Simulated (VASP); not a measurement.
# Pt (I4/mmm) in VASP: notebook, part 2 of 2

VASP 6.6.1.

## 4. Single point, PBEsol (strain +0.030 along x and y, -0.015 along z)

Input file INCAR:

```
ALGO     = Fast           # electronic algorithm
EDIFF    = 1E-7           # SCF threshold, eV
ENCUT    = 520            # plane-wave cutoff, eV
GGA      = PS             # functional
ISIF     = 2              # what is computed and relaxed
ISMEAR   = 0              # smearing method
LASPH    = T              # aspherical terms in the spheres
LCHARG   = F              # write CHGCAR
LREAL    = F              # projectors in reciprocal space
LWAVE    = F              # write WAVECAR
NBANDS   = 11             # bands
NELM     = 100            # most SCF steps
PREC     = Accurate       # precision mode
SIGMA    = 0.15           # smearing width, eV
```

Input file KPOINTS:

```
k-points
0
Gamma
  26 26 26
```

Input file POSCAR:

```
Pt
1.0
   -1.6072847192      1.6072847192      1.5370635422
    1.6072847192     -1.6072847192      1.5370635422
    1.6072847192      1.6072847192     -1.5370635422
Pt
1
Direct
    0.0000000000      0.0000000000      0.0000000000
```

Potentials or basis: VASP PAW PBE potentials, release 64 (Pt).

On the command line:

```
> cat potpaw_PBE.64/Pt/POTCAR > POTCAR
> mpirun -np 1 vasp_std > vasp.out
```

OUTCAR:

```text
EDIFF = 1E-7
   ENCUT = 520
   GGA = PS
   ISIF = 2
   ISMEAR = 0
   LASPH = T
   LREAL = F
   NELM = 100
   PREC = Accurate

 ion  position               nearest neighbor table
   1  0.000  0.000  0.000-

  LATTYP: Found a body centered tetragonal cell.
 ALAT       =     3.2145694384
 C/A-ratio  =     0.9563106796

  Lattice vectors:

 A1 = (  -1.6072847192,   1.6072847192,   1.5370635422)
 A2 = (   1.6072847192,  -1.6072847192,   1.5370635422)
 A3 = (   1.6072847192,   1.6072847192,  -1.5370635422)

Analysis of symmetry for initial positions (statically):
=====================================================================
 Subroutine PRICEL returns:
 Original cell was already a primitive cell.

 Routine SETGRP: Setting up the symmetry group for a
 body centered tetragonal supercell.

 Subroutine GETGRP returns: Found 16 space group operations
 (whereof 16 operations were pure point group operations)
 out of a pool of 16 trial point group operations.

The static configuration has the point symmetry D_4h.

Analysis of symmetry for dynamics (positions and initial velocities):
=====================================================================
 Subroutine PRICEL returns:
 Original cell was already a primitive cell.

 Routine SETGRP: Setting up the symmetry group for a
 body centered tetragonal supercell.

 Subroutine GETGRP returns: Found 16 space group operations
 (whereof 16 operations were pure point group operations)
 out of a pool of 16 trial point group operations.

The dynamic configuration has the point symmetry D_4h.

 Subroutine INISYM returns: Found 16 space group operations
 (whereof 16 operations are pure point group operations),
 and found     1 'primitive' translations

----------------------------------------------------------------------------------------

                                     Primitive cell

  volume of cell :      15.8832

[... 108 lines left out ...]
  Fermi-wavevector in a.u.,A,eV,Ry     =   1.403123  2.651518 26.786519  1.968754
  Thomas-Fermi vector in A             =   2.525816
   LORBIT       =      0    0 simple, 1 ext, 2 COOP (PROOUT), +10 PAW based schemes
   GGA     = PS    functional components
   LHFCALC =     F    Hartree Fock is set to
   AEXX    =    0.0000 exact exchange contribution
   IVDW    =     0    specifies the selected vdW correction
   LEPSILON=     F    determine dielectric tensor
   LRPA    =     F    only Hartree local field effects (RPA)
 non-spin polarized calculation
 RMM-DIIS sequential band-by-band and
 Gauss-broadening in eV      SIGMA  =   0.15
  energy-cutoff  :      520.00
  volume of cell :       15.88
 maximum number of plane-waves:       442
   NGX = 11   NGY = 11   NGZ = 11

 number of electron      10.0000000 magnetization

 number of electron       9.9999999 magnetization

 Free energy of the ion-electron system (eV)
  ---------------------------------------------------
  ext. energy  EPLUGINS =         0.00000000
  ---------------------------------------------------
  free energy    TOTEN  =        -6.83965877 eV

  energy without entropy =       -6.82885033  energy(sigma->0) =       -6.83425455

 E-fermi :   9.9475     XC(G=0): -13.3161

 val. band max:        9.9458219874   @ k =  -0.3846   0.4231   0.3077
 cond. band min:       9.9510166928   @ k =  -0.3846   0.4615   0.0769
 fundamental gap:      0.0051947055
 Fermi energy:         9.9475446331

 k-point     1 :       0.0000    0.0000    0.0000
  band No.  band energies     occupation
      1       0.4151      2.00000
      2       6.2230      2.00000
      3       6.6070      2.00000
      4       6.6070      2.00000
      5       8.6811      2.00000
      6       9.1890      2.00000
      7      26.7293      0.00000
      8      26.7293      0.00000
      9      27.6222      0.00000
     10      36.6735      0.00000
     11      36.7097      0.00000
[... 309 lines left out ...]
 k-point    24 :       0.3846    0.0385    0.0000
  band No.  band energies     occupation
      1       3.4582      2.00000
      2       5.0493      2.00000
      3       8.3128      2.00000
      4       9.0607      2.00000
      5       9.4409      2.00000
      6      10.5532      0.00000
      7      18.3083      0.00000
      8      23.5083      0.00000
      9      26.2090      0.00000
     10      33.4229      0.00000
     11      33.8626      0.00000

 [... further k-points ...]
[... 5 lines left out ...]
  --------------------------------------------------------------------------------------
  -------------------------------------------------------------------------------------
  Total       -0.9666293     -0.9666293     -1.3841685      0.0000000     -0.0000000     -0.0000000
  in kB      -97.5063889    -97.5063889   -139.6246523      0.0000000     -0.0000000     -0.0000000
  external PRESSURE =    -111.5458100 kB  Pullay stress =       0.0000000 kB

 VOLUME and BASIS-vectors are now :
 -----------------------------------------------------------------------------
  energy-cutoff  :      520.00
  volume of cell :       15.88
      direct lattice vectors                 reciprocal lattice vectors
    -1.607284719  1.607284719  1.537063542     0.000000000  0.311083652  0.325295595
     1.607284719 -1.607284719  1.537063542     0.311083652  0.000000000  0.325295595
     1.607284719  1.607284719 -1.537063542     0.311083652  0.311083652  0.000000000

 POSITION                                       TOTAL-FORCE (eV/Angst)
 -----------------------------------------------------------------------------------
      0.00000      0.00000      0.00000        -0.000000      0.000000     -0.000000
 -----------------------------------------------------------------------------------
    total drift:                                0.000000     -0.000000      0.000000

  FREE ENERGIE OF THE ION-ELECTRON SYSTEM (eV)
  ---------------------------------------------------
  free  energy   TOTEN  =        -6.8396587698 eV

  energy  without entropy=       -6.8288503316  energy(sigma->0) =       -6.83425455
```

Run time: 87 s. Hardware: 1 thread of Intel Xeon 6975P-C (Granite Rapids), shared host; peak memory 0.33 GiB.

Results:

| Quantity | Value |
| --- | --- |
| Free energy | -6.8397 eV |
| Pressure | -11.2 GPa |
| Band gap on the k mesh | zero (band 5 reaches 10.95 eV, above the bottom of band 6 at 8.85 eV) |

Stress tensor (GPa, compression positive):
```
 -9.75   0.00   0.00
  0.00  -9.75   0.00
  0.00   0.00 -13.96
```

Levels at points of the mesh, in eV from the Fermi level:
```csv
k point,band 1,band 2,band 3,band 4,band 5,band 6,band 7,band 8,band 9,band 10
"(0.00, 0.00, 0.00)",-9.53,-3.72,-3.34,-3.34,-1.27,-0.76,16.78,16.78,17.67,26.73
"(0.50, 0.00, 0.00)",-6.55,-5.02,-1.11,-0.50,0.30,1.03,6.33,13.05,15.38,24.23
"(0.50, 0.50, 0.00)",-6.61,-4.61,-1.52,-0.80,0.01,0.96,5.94,13.57,16.47,23.21
"(0.50, 0.50, 0.50)",-6.05,-6.05,0.46,0.46,0.59,7.13,7.13,8.49,12.54,18.41
```

Caveat: the cell differs from its parent crystal (strain +0.030 along x and y, -0.015 along z); the PAW data sets were made with another functional, which shifts forces and pressure a little; spin-orbit coupling is left out, which moves the levels of the heavy elements.

## 5. Single point, PBEsol (strain +0.030 along x and y, +0.000 along z)

Input file INCAR:

```
SYSTEM = Pt
ALGO = Fast
EDIFF = 1E-7
ENCUT = 520
GGA = PS
ISIF = 2
ISMEAR = 0
LASPH = .True.
LCHARG = .True.
LELF = .True.
LREAL = .False.
LVHAR = .True.
LWAVE = .False.
NBANDS = 11
NELM = 80
PREC = Accurate
SIGMA = 0.15
```

Input file KPOINTS:

```
k-points
0
Gamma
  26 26 26
  0 0 0
```

Input file POSCAR:

```
Pt
1.0
   -1.6072847192      1.6072847192      1.5604706012
    1.6072847192     -1.6072847192      1.5604706012
    1.6072847192      1.6072847192     -1.5604706012
Pt
1
Direct
    0.0000000000      0.0000000000      0.0000000000
```

On the command line:

```
> cat potpaw_PBE.64/Pt/POTCAR > POTCAR
> mpirun -np 1 vasp_std > vasp.out
```

Run time: 74 s. Hardware: 1 thread of Intel Xeon 6975P-C (Granite Rapids), shared host; peak memory 0.35 GiB.

The run converged. Its results:

```yaml
Free_energy: -6.8171 eV
Pressure: -14.2 GPa
Band_gap_on_the_k_mesh: zero (band 5 reaches 10.65 eV, above the bottom of band 6 at 8.61 eV)
```

Stress tensor (GPa, compression positive):
```
-13.34   0.00   0.00
  0.00 -13.34   0.00
  0.00   0.00 -16.04
```

Levels at points of the mesh, in eV from the Fermi level:
| k point | band 3 | band 4 | band 5 | band 6 | band 7 | band 8 |
| --- | --- | --- | --- | --- | --- | --- |
| (0.00, 0.00, 0.00) | -3.31 | -3.31 | -1.13 | -0.81 | 16.88 | 16.88 |
| (0.50, 0.00, 0.00) | -1.08 | -0.56 | 0.32 | 1.00 | 6.16 | 13.10 |
| (0.50, 0.50, 0.00) | -1.36 | -0.73 | 0.13 | 0.96 | 5.91 | 13.45 |
| (0.50, 0.50, 0.50) | 0.46 | 0.46 | 0.55 | 7.25 | 7.25 | 8.14 |

Caveat: the cell differs from its parent crystal (strain +0.030 along x and y, +0.000 along z); the PAW data sets were made with another functional, which shifts forces and pressure a little; spin-orbit coupling is left out, which moves the levels of the heavy elements.

## 6. Overview

| cell | further INCAR settings | gap on the mesh (eV) | pressure (GPa) |
| --- | --- | --- | --- |
| a = 2.731 Å, angles 107.9, 107.9, 112.7°, 1 atom | ALGO = Fast; EDIFF = 1e-06; NBANDS = 11 | none | -7.8 |
| a = 2.730 Å, angles 109.1, 109.1, 110.3°, 1 atom | ALGO = Fast; EDIFF = 1e-07; NBANDS = 11 | none | -7.9 |
| a = 2.744 Å, angles 108.3, 108.3, 111.9°, 1 atom | ALGO = Fast; EDIFF = 1e-07; NBANDS = 11 | none | -11.2 |
| a = 2.757 Å, angles 108.7, 108.7, 111.1°, 1 atom | ALGO = Fast; EDIFF = 1e-07; NBANDS = 11 | none | -14.2 |

Alike in all rows: task single point; level PBEsol; potentials or basis VASP PAW PBE potentials, release 64 (Pt); no spin polarisation; k mesh 26 × 26 × 26; cutoff (eV) 520; smearing gaussian 0.15 eV.

Caveats: the PAW data sets were made with another functional, which shifts forces and pressure a little; spin-orbit coupling is left out, which moves the levels of the heavy elements.

Absolute energies hang on the potentials; compare differences alone.
